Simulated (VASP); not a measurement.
# Al (Cmcm) in VASP: single point with PBE

Aim: the single point of Al with PBE.

Program: VASP 6.6.1. These are calculated values, not measurements. Logs are shortened: lines on timing, memory, paths and dates and some standing lists are left out, and cuts for length are marked.

**1. The cell of the first run**

The structure is orthorhombic, space group Cmcm (No. 63). The conventional cell has a = 2.815 Å, b = 9.083 Å, c = 5.420 Å, α = 90.00°, β = 90.00°, γ = 90.00°. Within 3.6 Å of Al (site symmetry 2/m) lie 10 Al at 2.71 to 2.86 Å. Within 3.7 Å of Al (site symmetry m2m) lie 12 Al at 2.80 to 3.08 Å.

**2. Single point, PBE**

INCAR

```
PREC = Accurate
ENCUT = 520
EDIFF = 1E-6
ISMEAR = 0
SIGMA = 0.1
LREAL = False
LASPH = True
NELM = 100
ALGO = Fast
ISIF = 2
LWAVE = False
LCHARG = False
GGA = PE
NBANDS = 22
```

KPOINTS

```
regular mesh
0
Gamma
  6 14 6
```

POSCAR

```
Al
1.0
    5.4200177391      0.0000000000      0.0000000000
    0.0000000000      2.8145407235      0.0000000000
    0.0000000000      0.0000000000      9.0829410125
Al
8
Direct
    0.9999987808      0.2500000000      0.7500033495
    0.4999987808      0.2500000000      0.7499966505
    0.0000012192      0.7500000000      0.2499966505
    0.5000012192      0.7500000000      0.2500033495
    0.2500069649      0.2500000000      0.0200584836
    0.7500069649      0.2500000000      0.4799415164
    0.7499930351      0.7500000000      0.9799415164
    0.2499930351      0.7500000000      0.5200584836
```

Potentials or basis: VASP PAW PBE potentials, release 64 (Al).

On the command line:

```sh
cat potpaw_PBE.64/Al/POTCAR > POTCAR
mpirun -np 1 vasp_std > vasp.out
```

OUTCAR:

```text
PREC = Accurate
   ENCUT = 520
   EDIFF = 1E-6
   ISMEAR = 0
   LREAL = False
   LASPH = True
   NELM = 100
   ISIF = 2
   GGA = PE

 ion  position               nearest neighbor table
   1  1.000  0.250  0.750-   2 2.71   2 2.71   5 2.80   6 2.80   7 2.86   7 2.86   8 2.86   8 2.86

   2  0.500  0.250  0.750-   1 2.71   1 2.71   6 2.80   5 2.80   8 2.86   8 2.86   7 2.86   7 2.86

   3  0.000  0.750  0.250-   4 2.71   4 2.71   7 2.80   8 2.80   5 2.86   5 2.86   6 2.86   6 2.86

   4  0.500  0.750  0.250-   3 2.71   3 2.71   8 2.80   7 2.80   6 2.86   6 2.86   5 2.86   5 2.86

   5  0.250  0.250  0.020-   1 2.80   2 2.80   3 2.86   3 2.86   4 2.86   4 2.86   7 3.08   7 3.08
                             7 3.08   7 3.08
   6  0.750  0.250  0.480-   2 2.80   1 2.80   4 2.86   4 2.86   3 2.86   3 2.86   8 3.08   8 3.08
                             8 3.08   8 3.08
   7  0.750  0.750  0.980-   3 2.80   4 2.80   1 2.86   1 2.86   2 2.86   2 2.86   5 3.08   5 3.08
                             5 3.08   5 3.08
   8  0.250  0.750  0.520-   4 2.80   3 2.80   2 2.86   2 2.86   1 2.86   1 2.86   6 3.08   6 3.08
                             6 3.08   6 3.08

  LATTYP: Found a simple orthorhombic cell.
 ALAT       =     2.8145407235
 B/A-ratio  =     1.9257201340
 C/A-ratio  =     3.2271485492

  Lattice vectors:

 A1 = (   0.0000000000,  -2.8145407235,   0.0000000000)
 A2 = (   5.4200177391,   0.0000000000,   0.0000000000)
 A3 = (   0.0000000000,   0.0000000000,   9.0829410125)

Analysis of symmetry for initial positions (statically):
=====================================================================
 Subroutine PRICEL returns:
 Original cell was already a primitive cell.

 Routine SETGRP: Setting up the symmetry group for a
 simple orthorhombic supercell.

 Subroutine GETGRP returns: Found  8 space group operations
 (whereof  2 operations were pure point group operations)
 out of a pool of  8 trial point group operations.

The static configuration has the point symmetry S_2 .
 The point group associated with its full space group is D_2h.

Analysis of symmetry for dynamics (positions and initial velocities):
=====================================================================
 Subroutine PRICEL returns:
 Original cell was already a primitive cell.
[... 122 lines left out ...]
   LREAL  =      F    real-space projection
   EDIFFG = 0.1E-04   stopping-criterion for IOM
   NSW    =      0    number of steps for IOM
   IBRION =     -1    ionic relax: 0-MD 1-quasi-New 2-CG
   NFREE  =      0    steps in history (QN), initial steepest desc. (CG)
   ISIF   =      2    stress and relaxation
   ISYM   =      2    0-nonsym 1-usesym 2-fastsym
   POTIM  = 0.5000    time-step for ionic-motion
   TEBEG  =    0.0;   TEEND  =   0.0 temperature during run
   PSTRESS=    0.0 pullay stress
   NELECT =      24.0000    total number of electrons
   NUPDOWN=      -1.0000    fix difference up-down
   EMIN   =  10.00;   EMAX   =-10.00  energy-range for DOS
   EFERMI =   0.00;   METHOD = LEGACY
   ISMEAR =     0;   SIGMA  =   0.10  broadening in eV -4-tet -1-fermi 0-gaus
   EFERMI_NEDOS =   21; number of points for ismear=-14 and -15
   IALGO  =     68    algorithm
   IMIX   =      4    mixing-type and parameters
     AMIX     =   0.40;   BMIX     =  1.00
     AMIX_MAG =   1.60;   BMIX_MAG =  1.00
  volume/ion in A,a.u.               =      17.32       116.88
  Fermi-wavevector in a.u.,A,eV,Ry     =   0.912572  1.724510 11.330757  0.832787
  Thomas-Fermi vector in A             =   2.036983
   LORBIT       =      0    0 simple, 1 ext, 2 COOP (PROOUT), +10 PAW based schemes
   GGA     = PE    functional components
   LHFCALC =     F    Hartree Fock is set to
   AEXX    =    0.0000 exact exchange contribution
   IVDW    =     0    specifies the selected vdW correction
   LEPSILON=     F    determine dielectric tensor
   LRPA    =     F    only Hartree local field effects (RPA)
 non-spin polarized calculation
 RMM-DIIS sequential band-by-band and
 Gauss-broadening in eV      SIGMA  =   0.10
  energy-cutoff  :      520.00
  volume of cell :      138.56
 maximum number of plane-waves:      3752
   NGX = 21   NGY = 11   NGZ = 33

 number of electron      24.0000000 magnetization

 Free energy of the ion-electron system (eV)
  ---------------------------------------------------
  ext. energy  EPLUGINS =         0.00000000
  ---------------------------------------------------
  free energy    TOTEN  =       -29.40679429 eV

  energy without entropy =      -29.39016168  energy(sigma->0) =      -29.39847799

 E-fermi :   7.4088     XC(G=0): -10.0029

 val. band max:        7.4067852263   @ k =   0.0000   0.5000   0.1667
 cond. band min:       7.4185018730   @ k =   0.1667   0.2143   0.0000
 fundamental gap:      0.0117166467
 Fermi energy:         7.4088449579

 k-point     1 :       0.0000    0.0000    0.0000
  band No.  band energies     occupation
      1      -3.3481      2.00000
      2      -1.6187      2.00000
      3      -1.5408      2.00000
      4       1.4534      2.00000
      5       1.6467      2.00000
      6       3.1518      2.00000
[... 589 lines left out ...]
     21      11.5410      0.00000
     22      11.5411      0.00000

 [... further k-points ...]

------------------------ aborting loop because EDIFF is reached ----------------------------------------

  FORCE on cell =-STRESS in cart. coord.  units (eV):
  Direction    XX          YY          ZZ          XY          YZ          ZX
  --------------------------------------------------------------------------------------
  -------------------------------------------------------------------------------------
  Total       -0.0283764     -0.0106904     -0.0177887      0.0000000      0.0000000      0.0000000
  in kB       -0.3281202     -0.1236147     -0.2056936      0.0000000      0.0000000      0.0000000
  external PRESSURE =      -0.2191428 kB  Pullay stress =       0.0000000 kB

 VOLUME and BASIS-vectors are now :
 -----------------------------------------------------------------------------
  energy-cutoff  :      520.00
  volume of cell :      138.56
      direct lattice vectors                 reciprocal lattice vectors
     5.420017739  0.000000000  0.000000000     0.184501241  0.000000000  0.000000000
     0.000000000  2.814540723  0.000000000     0.000000000  0.355297755  0.000000000
     0.000000000  0.000000000  9.082941012     0.000000000  0.000000000  0.110096498

 POSITION                                       TOTAL-FORCE (eV/Angst)
 -----------------------------------------------------------------------------------
      5.42001      0.70364      6.81224        -0.000001     -0.000000     -0.000020
      2.71000      0.70364      6.81218        -0.000001      0.000000      0.000020
      0.00001      2.11091      2.27070         0.000001      0.000000      0.000020
      2.71002      2.11091      2.27077         0.000001      0.000000     -0.000020
      1.35504      0.70364      0.18219        -0.000036     -0.000000      0.000883
      4.06505      0.70364      4.35928        -0.000036     -0.000000     -0.000883
      4.06498      2.11091      8.90075         0.000036     -0.000000     -0.000883
      1.35497      2.11091      4.72366         0.000036     -0.000000      0.000883
 -----------------------------------------------------------------------------------
    total drift:                                0.000000     -0.000000     -0.000000

  FREE ENERGIE OF THE ION-ELECTRON SYSTEM (eV)
  ---------------------------------------------------
  free  energy   TOTEN  =       -29.4067942877 eV

  energy  without entropy=      -29.3901616846  energy(sigma->0) =      -29.39847799
```

OSZICAR:

```text
N       E                     dE             d eps       ncg     rms          rms(c)
DAV:   1     0.215800120594E+02    0.21580E+02   -0.84405E+03  5632   0.872E+02
DAV:   2    -0.276177173116E+02   -0.49198E+02   -0.46871E+02  6960   0.112E+02
DAV:   3    -0.295565767112E+02   -0.19389E+01   -0.18974E+01  7436   0.182E+01
DAV:   4    -0.295785187858E+02   -0.21942E-01   -0.21908E-01  6722   0.220E+00
DAV:   5    -0.295787830027E+02   -0.26422E-03   -0.26420E-03  6990   0.273E-01    0.353E+00
RMM:   6    -0.294711988983E+02    0.10758E+00   -0.41042E-02  5677   0.715E-01    0.207E+00
RMM:   7    -0.294086502543E+02    0.62549E-01   -0.48681E-02  6063   0.900E-01    0.257E-01
RMM:   8    -0.294068940609E+02    0.17562E-02   -0.33061E-03  6124   0.280E-01    0.145E-01
RMM:   9    -0.294067971927E+02    0.96868E-04   -0.54548E-04  6530   0.120E-01    0.130E-02
RMM:  10    -0.294067927907E+02    0.44021E-05   -0.12953E-04  6577   0.662E-02    0.283E-02
RMM:  11    -0.294067967062E+02   -0.39156E-05   -0.34032E-05  6692   0.335E-02    0.708E-03
RMM:  12    -0.294067947059E+02    0.20004E-05   -0.96737E-06  6362   0.172E-02    0.236E-03
RMM:  13    -0.294067942877E+02    0.41818E-06   -0.24741E-06  4716   0.918E-03
   1 F= -.29406794E+02 E0= -.29398478E+02  d E =-.166326E-01
```

stdout:

```text
POSCAR found type information on POSCAR Al
 POSCAR found :  1 types and       8 ions
 scaLAPACK will be used
 LDA part: xc-table for (Slater+PW92), standard interpolation
 POSCAR, INCAR and KPOINTS ok, starting setup
 FFT: planning ... GRIDC
 FFT: planning ... GRID_SOFT
 FFT: planning ... GRID
 WAVECAR not read
 entering main loop
```

Wall time 3.3 min (1 thread of Oxide Virtual Turin-like, shared host); peak memory 0.38 GiB.

What came out:

```yaml
Free_energy: -29.4068 eV
Pressure: 0.0 GPa
Band_gap_on_the_k_mesh: zero (bands 12 and 13 overlap by 2.26 eV)
```
